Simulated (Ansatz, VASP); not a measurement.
# Two plane-wave programs on CoSi2

INCAR

```
SYSTEM = CoSi2
  PREC = Accurate
  ENCUT = 520
  EDIFF = 1E-6
  ISMEAR = 0
  SIGMA = 0.15
  LREAL = .False.
  LASPH = .True.
  NELM = 100
  ALGO = Normal
  ISIF = 2
  LWAVE = .False.
  LCHARG = .False.
  GGA = PS
  NBANDS = 16
```

The input KPOINTS:

```
regular mesh
0
Gamma
  14 14 14
  0 0 0
```

File POSCAR:

```
CoSi2
1.0
    0.0000000000      2.7007142727      2.7007142727
    2.7007142727      0.0000000000      2.7007142727
    2.7007142727      2.7007142727      0.0000000000
Co Si
1 2
Direct
    0.0120558520     -0.0120558520     -0.0120558520
    0.2373510795      0.2626489205      0.2626489205
    0.7373510795      0.7626489205      0.7626489205
```

Input for Ansatz:

```yaml
crystal:
  lattice:
    - [0.0, 2.7007142727, 2.7007142727]
    - [2.7007142727, 0.0, 2.7007142727]
    - [2.7007142727, 2.7007142727, 0.0]
  atoms:
    - { symbol: Co, position: [0.012055852, -0.012055852, -0.012055852] }
    - { symbol: Si, position: [0.2373510795, 0.2626489205, 0.2626489205] }
    - { symbol: Si, position: [0.7373510795, 0.7626489205, 0.7626489205] }
basis:
  ecutwfc: 520.0
kpoints:
  mp_grid: { grid: [14, 14, 14] }
hamiltonian:
  xc: pbesol
  pseudopotentials: { kind: paw, azcp: { folder: soft_1 } }
scf:
  occupations: { method: gaussian, width: 0.15 }
output:
  forces: true
  stress: true
  eigenvalues: true
```

Change from the starting cell: mode 4 frozen in at -0.067 Å, equal normal strain along x, y and z +0.0167.

Alike in both runs: task single point; functional PBEsol; k mesh 14 × 14 × 14; occupations gaussian, width 0.15 eV; no spin polarisation.

|  | VASP | Ansatz |
| --- | --- | --- |
| version | VASP 6.6.1 | Ansatz 0.2.0 |
| potentials or method | VASP PAW PBE potentials, release 64 (Co, Si), cutoff 520 eV | scalar-relativistic, plane waves, PAW |
| valence electrons in the cell | 17 | 25 |

```tsv
	VASP	Ansatz	Ansatz less VASP
gap on the k mesh at the Fermi level (eV)	none	none	-
pressure (GPa)	-7.3	-7.3	+0.01
traceless stress, the component that is largest in VASP (GPa)	-0.41	-0.39	+0.022
rms of the force components (eV/Å)	0.563	0.557	-0.0065
```

VASP's potentials were made for PBE, not for PBEsol, and Ansatz warns of the same on its side. Atom by atom the forces differ by 0.006 eV/Å (rms over components). A gap of «none» marks a metal or a gap that the smearing closes. VASP's potentials hold 17 valence electrons a cell and Ansatz's 25, so a difference there can come from the potentials and not from the codes.
